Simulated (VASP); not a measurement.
Here is a VASP 6.6.1 calculation.

File INCAR:

```
SYSTEM = Ge
PREC = Accurate ; ENCUT = 500
EDIFF = 1E-6 ; ISMEAR = -1
SIGMA = 0.02 ; LREAL = .False.
LASPH = .True. ; NELM = 120
ALGO = Normal ; ISIF = 2
LWAVE = .False. ; LCHARG = .True.
GGA = PE ; LELF = .True.
LVHAR = .True. ; NBANDS = 21
GGA_COMPAT = .False.
```

KPOINTS

```
regular mesh
0
Gamma
  7 7 7
  0 0 0
```

Contents of POSCAR:

```
Ge
1.0
    0.0000000000      2.8950136017      2.8950136017
    2.8950136017      0.0000000000      2.8950136017
    2.8950136017      2.8950136017      0.0000000000
Ge
2
Direct
    0.0000000000      0.0000000000      0.0000000000
    0.2500000000      0.2500000000      0.2500000000
```

Potentials or basis: VASP PAW PBE potentials, release 64 (Ge_d).

Launch:

```bash
$ cat potpaw_PBE.64/Ge_d/POTCAR > POTCAR
$ mpirun -np 1 vasp_std > vasp.out
```

(1) Predict the band gap on the k mesh.

(2) What does it give for the pressure?

Results:

(1) zero (filled and empty bands touch).

(2) -0.9 GPa.

Caveat: semilocal functionals underestimate gaps, so a narrow gap can read as zero.

**Measured values to compare with.**

From “Temperature-dependent photoluminescence in Ge: experiment and theory”, 2020, arxiv:2003.00143, for a bulk crystal of Ge at 0 K: band gap 0.744 eV (indirect).

A measured gap of Ge is 0.744 eV (indirect; 0 K; “Temperature-dependent photoluminescence in Ge: experiment and theory”, 2020, arxiv:2003.00143); the calculated 0.00 eV misses it by -0.74 eV. 3 values of this kind are on record (0.666 to 0.807 eV); this one was drawn at random among those near their median. Spin-orbit coupling on Ge is left out. The value is that of PBE on a finite k mesh, which can miss the band edges, without temperature or zero-point motion. Semilocal functionals fall short of measured gaps as a rule.
